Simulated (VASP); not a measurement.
The system is CdS.

```
CELL_PARAMETERS angstrom
0.00000 2.91650 2.91650
2.91650 0.00000 2.91650
2.91650 2.91650 0.00000
ATOMIC_POSITIONS crystal
Cd 0.00000 0.00000 0.00000
S 0.75000 0.75000 0.75000
```

Base run:

- Program: VASP 6.6.1
- Functional: BLYP
- Potentials or basis: VASP PAW PBE potentials, release 64 (Cd_sv_GW, S)
- Cutoff: 630 eV
- k mesh: 8 × 8 × 8
- Occupations: fermi-dirac, width 0.05 eV
- Spin: no spin polarisation

Its results: band gap on the k mesh 1.12 eV; pressure 6.1 GPa.

The run is repeated on the same cell with these changes: functional from BLYP to LDA; potentials or basis from VASP PAW PBE potentials, release 64 (Cd_sv_GW, S) to VASP PAW LDA potentials, release 64 (Cd_sv_GW, S). What comes out?

Band gap on the k mesh 0.89 eV; pressure -2.5 GPa.

Caveats: the cell stands under pressure (at least some runs); the PAW data sets were made with another functional, which shifts forces and pressure a little (at least some runs).

